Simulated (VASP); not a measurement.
Sb:

```
Sb
1.0
     4.08296    0.00000    0.00000
     0.00860    4.99334    0.00000
     2.03247    1.64762    5.87349
Sb
5
Direct
  0.88885 0.60728 0.70806
  0.29268 0.20660 0.88891
  0.70732 0.79340 0.11109
  0.11115 0.39272 0.29194
  0.50000 0.00000 0.50000
```

The cell was built from a structure type or drawn by symmetry, and may not be a known phase.

```yaml
Program: VASP 6.6.1
Task: relaxation of cell and atoms
Functional: PBE
Potentials_or_basis: VASP PAW PBE potentials, release 64 (Sb)
Cutoff: 600 eV
k_mesh: 4 × 4 × 4
Occupations: gaussian, width 0.1 eV
Spin: no spin polarisation
```

At the start: pressure 21.2 GPa; volume 23.95 Å³/atom.

**Question.** How do energy, volume and symmetry change on relaxing?

**Answer.** Over 10 steps the energy falls by 334.1 meV/atom and the volume is 29.81 Å³/atom (+24.5 %); space group P-1 (No. 2, to 0.1 Å) before, Cmmm (No. 65, to 0.1 Å).

Step by step:
```
step  energy change (eV)  largest force (eV/Å)  pressure (GPa)  volume (Å³)
   1              0.0000                0.6245           21.17       119.75
   2             -0.7203                0.1183           -7.13       183.38
   3             -1.6320                0.2609           -0.30       150.36
   4             -1.6325                0.2654           -0.06       149.70
   5             -1.6448                0.2324           -0.01       149.60
   6             -1.6466                0.2147            0.02       149.54
   7             -1.6567                0.1628           -0.02       149.54
   8             -1.6699                0.0449           -0.11       149.53
   9             -1.6699                0.0433           -0.11       149.53
  10             -1.6704                0.0321            0.07       149.03
```

Final structure:
```cif
data_structure
_symmetry_space_group_name_H-M 'P 1'
_symmetry_Int_Tables_number 1
_cell_length_a 4.4188
_cell_length_b 5.3556
_cell_length_c 6.9322
_cell_angle_alpha 74.282
_cell_angle_beta 71.443
_cell_angle_gamma 90.029
_cell_volume 149.03
loop_
_atom_site_label
_atom_site_type_symbol
_atom_site_fract_x
_atom_site_fract_y
_atom_site_fract_z
_atom_site_occupancy
Sb1 Sb 0.89956 0.60013 0.70080 1
Sb2 Sb 0.29933 0.20082 0.90058 1
Sb3 Sb 0.70067 0.79918 0.09942 1
Sb4 Sb 0.10044 0.39987 0.29920 1
Sb5 Sb 0.50000 0.00000 0.50000 1
```

Caveat: the k points lie up to 0.38 Å⁻¹ apart in the final cell, too coarse for converged energies and pressures of a metal; the volume moved by over 15 % at a fixed basis, so the end points are rough.
